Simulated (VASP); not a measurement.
A run of VASP 6.6.1 is set up as follows.

Contents of INCAR:

```
PREC = Accurate ; ENCUT = 520
EDIFF = 1E-6 ; ISMEAR = -1
SIGMA = 0.03 ; LREAL = False
LASPH = True ; NELM = 60
ALGO = Normal ; ISIF = 2
LWAVE = False ; LCHARG = False
GGA = PE ; NBANDS = 16
```

KPOINTS

```
Automatic mesh
0
Gamma
  8 8 8
```

File POSCAR:

```
CdSe
1.0
    0.0000000000      3.0088657746      3.0702711986
    3.0088657746      0.0000000000      3.0702711986
    3.0088657746      3.0088657746      0.0000000000
Cd Se
1 1
Direct
    0.0000000000      0.0000000000      0.0000000000
    0.2500000000      0.2500000000      0.2500000000
```

Potentials or basis: VASP PAW PBE potentials, release 64 (Cd, Se).

Command:

```console
$ cat potpaw_PBE.64/Cd/POTCAR potpaw_PBE.64/Se/POTCAR > POTCAR
$ mpirun -np 1 vasp_std > vasp.out
```

(1) Predict the pressure.

(2) Estimate the band gap on the k mesh.

Answers

(1) 3.9 GPa.

(2) 0.61 eV.

Caveat: the cell differs from its parent crystal (x and y stretched by -2 %, z held); the cell stands under pressure.
